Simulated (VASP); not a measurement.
# Ir (Fm-3m) in VASP: notebook, part 2 of 2

VASP 6.6.1.

### 4 Relaxation of cell and atoms, PBE, target pressure 10 GPa, at which the enthalpy is minimised

INCAR

```
SYSTEM = Ir
PREC = Accurate
ENCUT = 500
EDIFF = 1E-7
ISMEAR = 1
SIGMA = 0.05
LREAL = .FALSE.
LASPH = .TRUE.
NELM = 120
ALGO = Normal
ISIF = 3
LWAVE = .FALSE.
LCHARG = .FALSE.
GGA = PE
IBRION = 2
NSW = 80
EDIFFG = -0.03
PSTRESS = 100.0
GGA_COMPAT = .FALSE.
NELMIN = 4
```

KPOINTS

```
regular mesh
0
G
  8 8 8
  0 0 0
```

POSCAR

```
Ir
1.0
    0.0000000000      1.9150000000      1.9150000000
    1.9150000000      0.0000000000      1.9150000000
    1.9150000000      1.9150000000      0.0000000000
Ir
1
Direct
    0.0000000000      0.0000000000      0.0000000000
```

Potentials or basis: VASP PAW PBE potentials, release 64 (Ir).

Launch:

```sh
> cat potpaw_PBE.64/Ir/POTCAR > POTCAR
> mpirun -np 1 vasp_std > vasp.out
```

OUTCAR:

```text
SYSTEM = Ir
   PREC = Accurate
   ENCUT = 500
   EDIFF = 1E-7
   ISMEAR = 1
   LREAL = .FALSE.
   LASPH = .TRUE.
   NELM = 120
   ISIF = 3
   GGA = PE
   IBRION = 2
   NSW = 80
   EDIFFG = -0.03
   PSTRESS = 100.0
   NELMIN = 4

 ion  position               nearest neighbor table
   1  0.000  0.000  0.000-

  LATTYP: Found a face centered cubic cell.
 ALAT       =     3.8300000000

  Lattice vectors:

 A1 = (   0.0000000000,   1.9150000000,   1.9150000000)
 A2 = (   1.9150000000,   0.0000000000,   1.9150000000)
 A3 = (   1.9150000000,   1.9150000000,   0.0000000000)

Analysis of symmetry for initial positions (statically):
=====================================================================
 Subroutine PRICEL returns:
 Original cell was already a primitive cell.

 Routine SETGRP: Setting up the symmetry group for a
 face centered cubic supercell.

 Subroutine GETGRP returns: Found 48 space group operations
 (whereof 48 operations were pure point group operations)
 out of a pool of 48 trial point group operations.

The static configuration has the point symmetry O_h .

Analysis of symmetry for dynamics (positions and initial velocities):
=====================================================================
 Subroutine PRICEL returns:
[... 159 lines left out ...]

  FORCE on cell =-STRESS in cart. coord.  units (eV):
  Direction    XX          YY          ZZ          XY          YZ          ZX
  --------------------------------------------------------------------------------------
  -------------------------------------------------------------------------------------
  Total        1.2257657      1.2257657      1.2257657      0.0000000      0.0000000     -0.0000000
  in kB      139.8240007    139.8240007    139.8240007      0.0000000      0.0000000     -0.0000000
  external PRESSURE =      39.8240007 kB  Pullay stress =     100.0000000 kB
[... 24 lines left out ...]
--------------------------------------- Ionic step        2  -------------------------------------------

 number of electron       9.0000000 magnetization

 E-fermi :   9.7310     XC(G=0): -13.7322

 val. band max:        9.6843773704   @ k =  -0.3750   0.1250   0.0000
 cond. band min:       9.7462834614   @ k =  -0.3750   0.2500   0.0000
 fundamental gap:      0.0619060910
 Fermi energy:         9.7309954758

 k-point     1 :       0.0000    0.0000    0.0000
  band No.  band energies     occupation
      1      -0.9864      2.00000
      2       6.0394      2.00000
      3       6.0394      2.00000
      4       6.0394      2.00000
      5       8.5624      2.00000
      6       8.5624      2.00000
      7      24.0618      0.00000
      8      29.4186      0.00000
[... 289 lines left out ...]
--------------------------------------- Ionic step        3  -------------------------------------------

 number of electron       9.0000000 magnetization

 Free energy of the ion-electron system (eV)
  ---------------------------------------------------
  ext. energy  EPLUGINS =         0.00000000
  ---------------------------------------------------
  free energy    TOTEN  =        -8.76571045 eV

  energy without entropy =       -8.76588498  energy(sigma->0) =       -8.76576862

 E-fermi :  10.4241     XC(G=0): -13.9702

 val. band max:       10.3734874240   @ k =  -0.3750   0.1250   0.0000
 cond. band min:      10.4398240250   @ k =  -0.3750   0.2500   0.0000
 fundamental gap:      0.0663366010
 Fermi energy:        10.4241461193

 k-point     1 :       0.0000    0.0000    0.0000
  band No.  band energies     occupation
      1      -0.7314      2.00000
      2       6.4923      2.00000
      3       6.4923      2.00000
      4       6.4923      2.00000
      5       9.1830      2.00000
      6       9.1830      2.00000
      7      24.6718      0.00000
      8      30.2676      0.00000
[... 285 lines left out ...]
  energy  without entropy=       -8.7658849827  energy(sigma->0) =       -8.76576862

  enthalpy is  TOTEN    =        -7.8803221032 eV   P V=        0.8853883429

 reached required accuracy - stopping structural energy minimisation
```

OSZICAR:

```text
N       E                     dE             d eps       ncg     rms          rms(c)
DAV:   1     0.418147333561E+02    0.41815E+02   -0.45003E+03   480   0.999E+02
DAV:   2    -0.870927175536E+01   -0.50524E+02   -0.48916E+02   480   0.211E+02
DAV:   3    -0.929981381400E+01   -0.59054E+00   -0.58518E+00   608   0.302E+01
[... 22 lines left out ...]
DAV:   3    -0.876557744527E+01    0.78220E-02   -0.34986E-02   536   0.238E+00    0.239E-01
DAV:   4    -0.876565441875E+01   -0.76973E-04   -0.48161E-04   632   0.210E-01    0.691E-02
DAV:   5    -0.876570509083E+01   -0.50672E-04   -0.74594E-05   584   0.816E-02    0.632E-03
DAV:   6    -0.876571045904E+01   -0.53682E-05   -0.28109E-06   632   0.120E-02    0.541E-04
DAV:   7    -0.876571044607E+01    0.12969E-07   -0.24375E-08   272   0.184E-03
   3 F= -.78803221E+01 E0= -.78803803E+01  d E =-.167893E-02
```

Wall time 5.5 s (1 thread of AMD EPYC 9R45 (Zen 5), shared host); peak memory 0.1 GiB.

What came out:

| Item | Value |
| --- | --- |
| Free energy | -8.7657 eV |
| Relaxed volume | 14.19 Å³/atom |
| Relaxed cell | a = 2.717 Å, b = 2.717 Å, c = 2.717 Å, α = 60.00°, β = 60.00°, γ = 60.00° |
| Space group after relaxing (to 0.1 Å) | Fm-3m (No. 225) |
| Energy change on relaxing (the run minimises the enthalpy) | -10.4 meV/atom |
| Ionic steps | 3 |
| Pressure after relaxing | 9.9 GPa |
| Band gap on the k mesh | zero (an odd number of electrons rules out a gap without spin polarisation) |

Step by step:
```csv
step,energy change (eV),largest force (eV/Å),pressure (GPa),volume (Å³)
1,0.0000,0.0000,13.98,14.05
2,-0.0192,0.0000,-4.51,14.77
3,-0.0104,0.0000,9.94,14.19
```

Final structure:
```
Ir
1.0
     0.00000    1.92134    1.92134
     1.92134    0.00000    1.92134
     1.92134    1.92134    0.00000
Ir
1
Direct
  0.00000 0.00000 0.00000
```

Caveat: the cell is relaxed towards a set pressure, so the run minimises the enthalpy, not the energy; spin-orbit coupling is left out, which moves the levels of the heavy elements.

### 5 Relaxation of cell and atoms, PBE, target pressure 20 GPa, at which the enthalpy is minimised

INCAR

```
SYSTEM = Ir
PREC = Accurate
ENCUT = 500
EDIFF = 1E-7
ISMEAR = 1
SIGMA = 0.05
LREAL = .False.
LASPH = .True.
NELM = 120
ALGO = Normal
ISIF = 3
LWAVE = .False.
LCHARG = .False.
GGA = PE
IBRION = 2
NSW = 80
EDIFFG = -0.03
PSTRESS = 200.0
GGA_COMPAT = .False.
NELMIN = 4
```

KPOINTS

```
Automatic mesh
0
Gamma
  8 8 8
  0 0 0
```

POSCAR is that of step 4.

Potentials or basis: VASP PAW PBE potentials, release 64 (Ir).

Launch:

```sh
> cat potpaw_PBE.64/Ir/POTCAR > POTCAR
> mpirun -np 1 vasp_std > vasp.out
```

OUTCAR:

```text
SYSTEM = Ir
   PREC = Accurate
   ENCUT = 500
   EDIFF = 1E-7
   ISMEAR = 1
   LREAL = .False.
   LASPH = .True.
   NELM = 120
   ISIF = 3
   GGA = PE
   IBRION = 2
   NSW = 80
   EDIFFG = -0.03
   PSTRESS = 200.0
   NELMIN = 4

 ion  position               nearest neighbor table
   1  0.000  0.000  0.000-

  LATTYP: Found a face centered cubic cell.
 ALAT       =     3.8300000000

  Lattice vectors:

 A1 = (   0.0000000000,   1.9150000000,   1.9150000000)
 A2 = (   1.9150000000,   0.0000000000,   1.9150000000)
 A3 = (   1.9150000000,   1.9150000000,   0.0000000000)

Analysis of symmetry for initial positions (statically):
=====================================================================
 Subroutine PRICEL returns:
 Original cell was already a primitive cell.

[... 254 lines left out ...]
 val. band max:       10.7889722739   @ k =  -0.3750   0.1250   0.0000
 cond. band min:      10.8579838945   @ k =  -0.3750   0.2500   0.0000
 fundamental gap:      0.0690116206
 Fermi energy:        10.8420133313

 k-point     1 :       0.0000    0.0000    0.0000
  band No.  band energies     occupation
      1      -0.5746      2.00000
      2       6.7635      2.00000
      3       6.7635      2.00000
      4       6.7635      2.00000
      5       9.5568      2.00000
      6       9.5568      2.00000
      7      25.0339      0.00000
      8      30.7716      0.00000
[... 243 lines left out ...]
 k-point    24 :      -0.3750    0.2500    0.1250
  band No.  band energies     occupation
      1       3.9589      2.00000
      2       5.3710      2.00000
      3       7.0549      2.00000
      4       8.1117      2.00000
      5      11.3819     -0.00000
      6      16.0520      0.00000
      7      17.6251      0.00000
      8      26.6534      0.00000

 [... further k-points ...]

------------------------ aborting loop because EDIFF is reached ----------------------------------------

  FORCE on cell =-STRESS in cart. coord.  units (eV):
  Direction    XX          YY          ZZ          XY          YZ          ZX
  --------------------------------------------------------------------------------------
  -------------------------------------------------------------------------------------
  Total        1.7146690      1.7146690      1.7146690      0.0000000     -0.0000000      0.0000000
  in kB      198.2656537    198.2656537    198.2656537      0.0000000     -0.0000000      0.0000000
  external PRESSURE =      -1.7343463 kB  Pullay stress =     200.0000000 kB
[... 20 lines left out ...]
  energy  without entropy=       -8.7355455964  energy(sigma->0) =       -8.73544015

  enthalpy is  TOTEN    =        -7.0057192348 eV   P V=        1.7296681930

 reached required accuracy - stopping structural energy minimisation
```

Run time: 5.6 s. Hardware: 1 thread of AMD EPYC 9R45 (Zen 5), shared host; peak memory 0.1 GiB.

Results:

* Free energy: -8.7354 eV
* Relaxed volume: 13.86 Å³/atom
* Relaxed cell: a = 2.696 Å, b = 2.696 Å, c = 2.696 Å, α = 60.00°, β = 60.00°, γ = 60.00°
* Space group after relaxing (to 0.1 Å): Fm-3m (No. 225)
* Energy change on relaxing (the run minimises the enthalpy): +19.9 meV/atom
* Ionic steps: 3
* Pressure after relaxing: 19.8 GPa
* Band gap on the k mesh: zero (an odd number of electrons rules out a gap without spin polarisation)

The path:
```
step  energy change (eV)  largest force (eV/Å)  pressure (GPa)  volume (Å³)
   1              0.0000                0.0000           13.98        14.05
   2              0.2089                0.0000           52.92        13.00
   3              0.0199                0.0000           19.83        13.86
```

Final structure:
```
CELL_PARAMETERS angstrom
0.00000 1.90636 1.90636
1.90636 0.00000 1.90636
1.90636 1.90636 0.00000
ATOMIC_POSITIONS crystal
Ir 0.00000 0.00000 0.00000
```

Levels at points of the mesh, in eV from the Fermi level:
| k point | band 1 | band 2 | band 3 | band 4 | band 5 | band 6 | band 7 | band 8 |
| --- | --- | --- | --- | --- | --- | --- | --- | --- |
| (0.00, 0.00, 0.00) | -11.42 | -4.08 | -4.08 | -4.08 | -1.29 | -1.29 | 14.19 | 19.93 |
| (0.50, 0.00, 0.00) | -8.40 | -4.18 | -4.18 | -0.88 | 0.88 | 0.88 | 7.42 | 13.76 |
| (0.50, 0.50, 0.00) | -8.22 | -7.64 | 0.85 | 1.47 | 1.47 | 1.62 | 10.74 | 11.74 |

Caveat: the cell is relaxed towards a set pressure, so the run minimises the enthalpy, not the energy; spin-orbit coupling is left out, which moves the levels of the heavy elements.

### 6 The runs side by side

| cell | gap on the mesh (eV) | pressure (GPa) |
| --- | --- | --- |
| relaxed | none | -0.1 |
| relaxed to 5 GPa | none | 5.0 |
| relaxed to 10 GPa | none | 9.9 |
| relaxed to 20 GPa | none | 19.8 |

Alike in all rows: task relaxation of cell and atoms; level PBE; potentials or basis VASP PAW PBE potentials, release 64 (Ir); no spin polarisation; k mesh 8 × 8 × 8; cutoff (eV) 500; smearing methfessel-paxton 0.05 eV.

Caveats: spin-orbit coupling is left out, which moves the levels of the heavy elements; the cell is relaxed towards a set pressure, so the run minimises the enthalpy, not the energy (at least some runs).

Total energies depend on the potentials used, so only differences within one code and one set of settings carry meaning.
